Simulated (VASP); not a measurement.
# WSe2 in VASP: a series of runs

The runs below take WSe2 through single point, with PBE+D3(BJ).

All numbers are computed with VASP 6.6.1; they aren't measurements. Logs are shortened: lines on timing, memory, paths and dates and some standing lists are left out, and cuts for length are marked.

## Step 1: The cell of the first run

The cell holds a slab with vacuum, 6 atoms: a = 3.285 Å, b = 3.285 Å, c = 24.239 Å, α = 90.00°, β = 90.00°, γ = 120.00°.

## Step 2: Single point, PBE+D3(BJ) (layers slid over each other)

Contents of INCAR:

```
PREC = Accurate ; ENCUT = 520
EDIFF = 1E-7 ; ISMEAR = 0
SIGMA = 0.05 ; LREAL = F
LASPH = T ; NELM = 80
ALGO = Normal ; ISIF = 2
LWAVE = F ; LCHARG = F
LDIPOL = T ; IDIPOL = 3
DIPOL = 0.5 0.5 0.383 ; GGA = PE
IVDW = 12 ; NBANDS = 35
```

Contents of KPOINTS:

```
Automatic mesh
0
Gamma
  9 9 1
```

Contents of POSCAR:

```
WSe2
1.0
    3.2854929709      0.0000000000      0.0000000000
   -1.6427464855      2.8453203767      0.0000000000
    0.0000000000      0.0000000000     24.2386466774
Se W
4 2
Direct
    0.3333333333      0.6666666667      0.1856539294
    0.3333333333      0.6666666667      0.3246601777
    0.5555555556      0.4444444444      0.4405907426
    0.5555555556      0.4444444444      0.5795969909
    0.6666666667      0.3333333333      0.2551570536
    0.2222222222      0.7777777778      0.5100938667
```

Potentials or basis: VASP PAW PBE potentials, release 64 (Se, W_sv).

Launch:

```sh
$ cat potpaw_PBE.64/Se/POTCAR potpaw_PBE.64/W_sv/POTCAR > POTCAR
$ mpirun -np 1 vasp_std > vasp.out
```

OUTCAR:

```text
PREC = Accurate
   ENCUT = 520
   EDIFF = 1E-7
   ISMEAR = 0
   LREAL = F
   LASPH = T
   NELM = 80
   ISIF = 2
   GGA = PE
   IVDW = 12
 IVDW          = 12

 ion  position               nearest neighbor table
   1  0.333  0.667  0.186-   5 2.54   5 2.54   5 2.54
   2  0.333  0.667  0.325-   5 2.54   5 2.54   5 2.54
   3  0.556  0.444  0.441-   6 2.54   6 2.54   6 2.54
   4  0.556  0.444  0.580-   6 2.54   6 2.54   6 2.54
   5  0.667  0.333  0.255-   2 2.54   2 2.54   2 2.54   1 2.54   1 2.54   1 2.54
   6  0.222  0.778  0.510-   3 2.54   3 2.54   3 2.54   4 2.54   4 2.54   4 2.54

  LATTYP: Found a hexagonal cell.
 ALAT       =     3.2854929709
 C/A-ratio  =     7.3774763459

  Lattice vectors:

 A1 = (   3.2854929709,   0.0000000000,   0.0000000000)
 A2 = (  -1.6427464855,   2.8453203767,   0.0000000000)
 A3 = (   0.0000000000,   0.0000000000,  24.2386466774)

Analysis of symmetry for initial positions (statically):
=====================================================================
 Subroutine PRICEL returns:
 Original cell was already a primitive cell.

 Routine SETGRP: Setting up the symmetry group for a
 hexagonal supercell.

 Subroutine GETGRP returns: Found  4 space group operations
 (whereof  2 operations were pure point group operations)
 out of a pool of 24 trial point group operations.

The static configuration has the point symmetry C_1h.
 The point group associated with its full space group is C_2h.

Analysis of symmetry for dynamics (positions and initial velocities):
=====================================================================
 Subroutine PRICEL returns:
 Original cell was already a primitive cell.

 Routine SETGRP: Setting up the symmetry group for a
 hexagonal supercell.

 Subroutine GETGRP returns: Found  4 space group operations
 (whereof  2 operations were pure point group operations)
 out of a pool of 24 trial point group operations.

The dynamic configuration has the point symmetry C_1h.
 The point group associated with its full space group is C_2h.

 Subroutine INISYM returns: Found  4 space group operations
 (whereof  2 operations are pure point group operations),
 and found     1 'primitive' translations

----------------------------------------------------------------------------------------

                                     Primitive cell

  volume of cell :     226.5897

  direct lattice vectors                    reciprocal lattice vectors
     3.285492971  0.000000000  0.000000000     0.304368327  0.175727136  0.000000000
    -1.642746486  2.845320377  0.000000000     0.000000000  0.351454271  0.000000000
     0.000000000  0.000000000 24.238646677     0.000000000  0.000000000  0.041256429

  length of vectors
     3.285492971  3.285492971 24.238646677     0.351454271  0.351454271  0.041256429

  position of ions in fractional coordinates (direct lattice)
     0.333333333  0.666666667  0.185653929
     0.333333333  0.666666667  0.324660178
     0.555555556  0.444444444  0.440590743
     0.555555556  0.444444444  0.579596991
     0.666666667  0.333333333  0.255157054
     0.222222222  0.777777778  0.510093867

  ion indices of the primitive-cell ions
   primitive index   ion index
                 1           1
                 2           2
                 3           3
                 4           4
                 5           5
                 6           6

----------------------------------------------------------------------------------------

 KPOINTS: Automatic mesh

Automatic generation of k-mesh.
 Grid dimensions read from file:
 generate k-points for:    9    9    1

 Generating k-lattice:

  Cartesian coordinates                     Fractional coordinates (reciprocal lattice)
     0.033818703  0.019525237  0.000000000     0.111111111  0.000000000  0.000000000
     0.000000000  0.039050475  0.000000000     0.000000000  0.111111111  0.000000000
     0.000000000  0.000000000  0.041256429     0.000000000  0.000000000  1.000000000

  Length of vectors
     0.039050475  0.039050475  0.041256429

  Shift w.r.t. Gamma in fractional coordinates (k-lattice)
     0.000000000  0.000000000  0.000000000

 Subroutine IBZKPT returns following result:
 ===========================================

 Found     25 irreducible k-points:

 Following reciprocal coordinates:
            Coordinates               Weight
  0.000000  0.000000  0.000000      1.000000
  0.111111 -0.000000  0.000000      4.000000
 -0.111111  0.111111  0.000000      2.000000
  0.222222  0.000000  0.000000      4.000000
 -0.222222  0.222222  0.000000      2.000000
  0.333333 -0.000000  0.000000      4.000000
[... 16 lines left out ...]
 -0.222222 -0.444444  0.000000      4.000000
  0.444444  0.333333  0.000000      4.000000
   k-points           NKPTS =     25   k-points in BZ     NKDIM =     25   number of bands    NBANDS=     35
   number of dos      NEDOS =    301   number of ions     NIONS =      6
   total plane-waves  NPLWV = 103680
   dimension x,y,z NGX =    24 NGY =   24 NGZ =  180
   dimension x,y,z NGXF=    48 NGYF=   48 NGZF=  360
   ions per type =               4   2
   NGX,Y,Z   is equivalent  to a cutoff of  12.14, 12.14, 12.35 a.u.
   NGXF,Y,Z  is equivalent  to a cutoff of  24.29, 24.29, 24.69 a.u.
 SYSTEM =  unknown system
   PREC   = accura    normal or accurate (medium, high low for compatibility)
   ISTART =      0    job   : 0-new  1-cont  2-samecut
   ICHARG =      2    charge: 1-file 2-atom 10-const
   ISPIN  =      1    spin polarized calculation?
   LNONCOLLINEAR =      F non collinear calculations
   LSORBIT =      F    spin-orbit coupling
   LASPH  =      T    aspherical Exc in radial PAW
   ENCUT  =  520.0 eV  38.22 Ry    6.18 a.u.   6.11  6.11 45.07*2*pi/ulx,y,z
   NELM   =     80;   NELMIN=  2; NELMDL= -5     # of ELM steps
   EDIFF  = 0.1E-06   stopping-criterion for ELM
   LREAL  =      F    real-space projection
   EDIFFG = 0.1E-05   stopping-criterion for IOM
   NSW    =      0    number of steps for IOM
   IBRION =     -1    ionic relax: 0-MD 1-quasi-New 2-CG
   NFREE  =      0    steps in history (QN), initial steepest desc. (CG)
   ISIF   =      2    stress and relaxation
   ISYM   =      2    0-nonsym 1-usesym 2-fastsym
   POTIM  = 0.5000    time-step for ionic-motion
   TEBEG  =    0.0;   TEEND  =   0.0 temperature during run
   PSTRESS=    0.0 pullay stress
   NELECT =      52.0000    total number of electrons
   NUPDOWN=      -1.0000    fix difference up-down
   EMIN   =  10.00;   EMAX   =-10.00  energy-range for DOS
   EFERMI =   0.00;   METHOD = LEGACY
   ISMEAR =     0;   SIGMA  =   0.05  broadening in eV -4-tet -1-fermi 0-gaus
   EFERMI_NEDOS =   21; number of points for ismear=-14 and -15
   IALGO  =     38    algorithm
   IMIX   =      4    mixing-type and parameters
     AMIX     =   0.40;   BMIX     =  1.00
     AMIX_MAG =   1.60;   BMIX_MAG =  1.00
  volume/ion in A,a.u.               =      37.76       254.85
  Fermi-wavevector in a.u.,A,eV,Ry     =   1.002296  1.894064 13.668371  1.004597
  Thomas-Fermi vector in A             =   2.134774
   LORBIT       =      0    0 simple, 1 ext, 2 COOP (PROOUT), +10 PAW based schemes
   GGA     = PE    functional components
   LHFCALC =     F    Hartree Fock is set to
   AEXX    =    0.0000 exact exchange contribution
   IVDW    =    12    specifies the selected vdW correction
   LEPSILON=     F    determine dielectric tensor
   LRPA    =     F    only Hartree local field effects (RPA)
 non-spin polarized calculation
 Gauss-broadening in eV      SIGMA  =   0.05
  energy-cutoff  :      520.00
  volume of cell :      226.59
 maximum number of plane-waves:      6144
   NGX = 13   NGY = 13   NGZ = 91

 dipolmoment           0.000000      0.000000     -0.000002 electrons x Angstroem

 number of electron      51.9999996 magnetization

 dipolmoment           0.000000      0.000000      0.000003 electrons x Angstroem

 Free energy of the ion-electron system (eV)
  ---------------------------------------------------
  ext. energy  EPLUGINS =         0.00000000
  ---------------------------------------------------
  free energy    TOTEN  =       -42.99509865 eV

  energy without entropy =      -42.99509865  energy(sigma->0) =      -42.99509865

 E-fermi :   1.6249     XC(G=0):  -6.1512

 val. band max:        1.2406545776   @ k =   0.0000   0.0000   0.0000
 cond. band min:       2.3231520102   @ k =   0.2222   0.1111   0.0000
 fundamental gap:      1.0824974326
 Fermi energy:         1.6249387627

 k-point     1 :       0.0000    0.0000    0.0000
  band No.  band energies     occupation
      1     -73.1710      2.00000
      2     -73.1710      2.00000
      3     -37.4190      2.00000
      4     -37.4189      2.00000
      5     -37.2843      2.00000
      6     -37.2842      2.00000
[... 27 lines left out ...]
     34       4.0792      0.00000
     35       5.2340      0.00000

 k-point     2 :       0.1111   -0.0000    0.0000
  band No.  band energies     occupation
      1     -73.1698      2.00000
      2     -73.1698      2.00000
      3     -37.4137      2.00000
      4     -37.4137      2.00000
      5     -37.3108      2.00000
      6     -37.3108      2.00000
[... 27 lines left out ...]
     34       4.1760      0.00000
     35       5.6338      0.00000

 k-point     3 :      -0.1111    0.1111    0.0000
  band No.  band energies     occupation
      1     -73.1698      2.00000
      2     -73.1697      2.00000
      3     -37.4137      2.00000
      4     -37.4137      2.00000
      5     -37.3120      2.00000
      6     -37.3120      2.00000
[... 27 lines left out ...]
     34       4.2026      0.00000
     35       5.6382      0.00000

 k-point     4 :       0.2222    0.0000    0.0000
  band No.  band energies     occupation
      1     -73.1667      2.00000
      2     -73.1667      2.00000
      3     -37.4004      2.00000
      4     -37.4003      2.00000
      5     -37.3805      2.00000
      6     -37.3805      2.00000
[... 27 lines left out ...]
     34       4.7483      0.00000
     35       6.2958      0.00000

 k-point     5 :      -0.2222    0.2222    0.0000
  band No.  band energies     occupation
      1     -73.1667      2.00000
      2     -73.1667      2.00000
      3     -37.4005      2.00000
      4     -37.4004      2.00000
      5     -37.3817      2.00000
      6     -37.3816      2.00000
[... 638 lines left out ...]
 k-point    22 :       0.3333    0.2222    0.0000
  band No.  band energies     occupation
      1     -73.1599      2.00000
      2     -73.1598      2.00000
      3     -37.4813      2.00000
      4     -37.4813      2.00000
      5     -37.3944      2.00000
      6     -37.3943      2.00000
[... 27 lines left out ...]
     34       5.8156      0.00000
     35       6.3913      0.00000

 k-point    23 :      -0.2222   -0.4444    0.0000
  band No.  band energies     occupation
      1     -73.1599      2.00000
      2     -73.1598      2.00000
      3     -37.4819      2.00000
      4     -37.4819      2.00000
      5     -37.3937      2.00000
      6     -37.3937      2.00000
[... 27 lines left out ...]
     34       5.6668      0.00000
     35       6.3538      0.00000

 k-point    24 :       0.4444    0.3333    0.0000
  band No.  band energies     occupation
      1     -73.1599      2.00000
      2     -73.1598      2.00000
      3     -37.4828      2.00000
      4     -37.4827      2.00000
      5     -37.3928      2.00000
      6     -37.3928      2.00000
[... 27 lines left out ...]
     34       5.5685      0.00000
     35       6.3801      0.00000

 [... further k-points ...]

------------------------ aborting loop because EDIFF is reached ----------------------------------------

 vacuum level on the upper side and lower side of the slab       (xc-potential included)        -0.078        -0.078

 Edisp (eV)   -2.47221

 E8    (eV) :    -1.1371

  FORCE on cell =-STRESS in cart. coord.  units (eV):
  Direction    XX          YY          ZZ          XY          YZ          ZX
  --------------------------------------------------------------------------------------
  -------------------------------------------------------------------------------------
  Total       0.15386     0.08391     1.57719    -0.06058    -0.54695     0.94734
  in kB       1.08792     0.59331    11.15205    -0.42834    -3.86736     6.69847
  external pressure =        4.28 kB  Pullay stress =        0.00 kB

 VOLUME and BASIS-vectors are now :
 -----------------------------------------------------------------------------
  energy-cutoff  :      520.00
  volume of cell :      226.59
      direct lattice vectors                 reciprocal lattice vectors
     3.285492971  0.000000000  0.000000000     0.304368327  0.175727136  0.000000000
    -1.642746486  2.845320377  0.000000000     0.000000000  0.351454271  0.000000000
     0.000000000  0.000000000 24.238646677     0.000000000  0.000000000  0.041256429

 POSITION                                       TOTAL-FORCE (eV/Angst)
 -----------------------------------------------------------------------------------
     -0.00000      1.89688      4.50000         0.013079     -0.007551     -0.034285
     -0.00000      1.89688      7.86932        -0.184301      0.106406     -0.344088
      1.09516      1.26459     10.67932         0.184301     -0.106406      0.344088
      1.09516      1.26459     14.04865        -0.013079      0.007551      0.034285
      1.64275      0.94844      6.18466        -0.089658      0.051764     -0.053383
     -0.54758      2.21303     12.36399         0.089658     -0.051764      0.053383
 -----------------------------------------------------------------------------------
    total drift:                                0.000000     -0.000000      0.000306

  FREE ENERGIE OF THE ION-ELECTRON SYSTEM (eV)
  ---------------------------------------------------
  free  energy   TOTEN  =       -45.4673057714 eV

  energy  without entropy=      -45.4673057714  energy(sigma->0) =      -45.46730577

 vacuum level on the upper side and lower side of the slab         5.869         5.869
```

It took 2.9 min on 1 thread of Intel Xeon 6975P-C (Granite Rapids), shared host; peak memory 0.41 GiB.

Results:

* Free energy: -45.4673 eV
* Largest force: 0.405 eV/Å
* Band gap on the k mesh: 1.08 eV (least direct gap 1.60 eV)
* Dispersion energy per atom: -0.412 eV

Forces in eV/Å, atoms in the order of the input:
```
Se   0.013 -0.008 -0.034
Se  -0.184  0.106 -0.344
Se   0.184 -0.106  0.344
Se  -0.013  0.008  0.034
W   -0.090  0.052 -0.053
W    0.090 -0.052  0.053
```

Caveat: the cell differs from its parent crystal (layers slid over each other); spin-orbit coupling is left out, which moves the levels of the heavy elements.

## Step 3: Single point, PBE+D3(BJ) (layers slid over each other)

Contents of INCAR:

```
PREC = Accurate
ENCUT = 520
EDIFF = 1E-7
ISMEAR = 0
SIGMA = 0.05
LREAL = F
LASPH = T
NELM = 100
ALGO = Normal
ISIF = 2
LWAVE = F
LCHARG = F
LDIPOL = T
IDIPOL = 3
DIPOL = 0.5 0.5 0.399
GGA = PE
IVDW = 12
NBANDS = 35
```

Contents of KPOINTS:

```
regular mesh
0
Gamma
  9 9 1
```

Contents of POSCAR:

```
WSe2
1.0
    3.2854929709      0.0000000000      0.0000000000
   -1.6427464855      2.8453203767      0.0000000000
    0.0000000000      0.0000000000     24.2386466774
Se W
4 2
Direct
    0.3333333333      0.6666666667      0.1856539294
    0.3333333333      0.6666666667      0.3246601777
    0.7777777778      0.2222222222      0.4735958856
    0.7777777778      0.2222222222      0.6126021339
    0.6666666667      0.3333333333      0.2551570536
    0.4444444444      0.5555555556      0.5430990097
```

Potentials or basis: VASP PAW PBE potentials, release 64 (Se, W_sv).

Launch:

```sh
$ cat potpaw_PBE.64/Se/POTCAR potpaw_PBE.64/W_sv/POTCAR > POTCAR
$ mpirun -np 1 vasp_std > vasp.out
```

OUTCAR:

```text
PREC = Accurate
   ENCUT = 520
   EDIFF = 1E-7
   ISMEAR = 0
   LREAL = F
   LASPH = T
   NELM = 100
   ISIF = 2
   GGA = PE
   IVDW = 12
 IVDW          = 12

 ion  position               nearest neighbor table
   1  0.333  0.667  0.186-   5 2.54   5 2.54   5 2.54
   2  0.333  0.667  0.325-   5 2.54   5 2.54   5 2.54
   3  0.778  0.222  0.474-   6 2.54   6 2.54   6 2.54
   4  0.778  0.222  0.613-   6 2.54   6 2.54   6 2.54
   5  0.667  0.333  0.255-   2 2.54   2 2.54   2 2.54   1 2.54   1 2.54   1 2.54
   6  0.444  0.556  0.543-   3 2.54   3 2.54   3 2.54   4 2.54   4 2.54   4 2.54

  LATTYP: Found a hexagonal cell.
 ALAT       =     3.2854929709
 C/A-ratio  =     7.3774763459

  Lattice vectors:

 A1 = (   3.2854929709,   0.0000000000,   0.0000000000)
 A2 = (  -1.6427464855,   2.8453203767,   0.0000000000)
 A3 = (   0.0000000000,   0.0000000000,  24.2386466774)

Analysis of symmetry for initial positions (statically):
=====================================================================
 Subroutine PRICEL returns:
 Original cell was already a primitive cell.

 Routine SETGRP: Setting up the symmetry group for a
[... 191 lines left out ...]
      2     -73.1818      2.00000
      3     -37.4275      2.00000
      4     -37.4274      2.00000
      5     -37.2935      2.00000
      6     -37.2934      2.00000
[... 901 lines left out ...]
     34       5.6678      0.00000
     35       6.1743      0.00000

 [... further k-points ...]

------------------------ aborting loop because EDIFF is reached ----------------------------------------

 vacuum level on the upper side and lower side of the slab       (xc-potential included)        -0.098        -0.099

 Edisp (eV)   -2.30326

 E8    (eV) :    -1.0589

  FORCE on cell =-STRESS in cart. coord.  units (eV):
  Direction    XX          YY          ZZ          XY          YZ          ZX
  --------------------------------------------------------------------------------------
  -------------------------------------------------------------------------------------
  Total      -0.01649     0.00785    -0.36762     0.02107     0.03183    -0.05514
  in kB      -0.11656     0.05550    -2.59938     0.14901     0.22510    -0.38988
  external pressure =       -0.89 kB  Pullay stress =        0.00 kB

 VOLUME and BASIS-vectors are now :
 -----------------------------------------------------------------------------
  energy-cutoff  :      520.00
  volume of cell :      226.59
      direct lattice vectors                 reciprocal lattice vectors
     3.285492971  0.000000000  0.000000000     0.304368327  0.175727136  0.000000000
    -1.642746486  2.845320377  0.000000000     0.000000000  0.351454271  0.000000000
     0.000000000  0.000000000 24.238646677     0.000000000  0.000000000  0.041256429

 POSITION                                       TOTAL-FORCE (eV/Angst)
 -----------------------------------------------------------------------------------
     -0.00000      1.89688      4.50000        -0.001241      0.000717     -0.038517
     -0.00000      1.89688      7.86932         0.007217     -0.004167      0.129398
      2.19033      0.63229     11.47932        -0.007217      0.004167     -0.129398
      2.19033      0.63229     14.84865         0.001241     -0.000717      0.038517
      1.64275      0.94844      6.18466         0.006125     -0.003536      0.035384
      0.54758      1.58073     13.16399        -0.006125      0.003536     -0.035384
 -----------------------------------------------------------------------------------
    total drift:                               -0.000000     -0.000000      0.000260

  FREE ENERGIE OF THE ION-ELECTRON SYSTEM (eV)
  ---------------------------------------------------
  free  energy   TOTEN  =       -45.5165260527 eV

  energy  without entropy=      -45.5165260527  energy(sigma->0) =      -45.51652605

 vacuum level on the upper side and lower side of the slab         5.842         5.842
```

Wall time 2.6 min (1 thread of AMD EPYC 9R45 (Zen 5), shared host); peak memory 0.39 GiB.

Results:

| Property | Result |
| --- | --- |
| Free energy | -45.5165 eV |
| Largest force | 0.130 eV/Å |
| Band gap on the k mesh | 1.54 eV (least direct gap 1.65 eV) |
| Dispersion energy per atom | -0.384 eV |

Forces in eV/Å, atoms in the order of the input:
```
Se  -0.001  0.001 -0.039
Se   0.007 -0.004  0.129
Se  -0.007  0.004 -0.129
Se   0.001 -0.001  0.039
W    0.006 -0.004  0.035
W   -0.006  0.004 -0.035
```

Caveat: the cell differs from its parent crystal (layers slid over each other); spin-orbit coupling is left out, which moves the levels of the heavy elements.

(Part 1 of 2 ends here.)
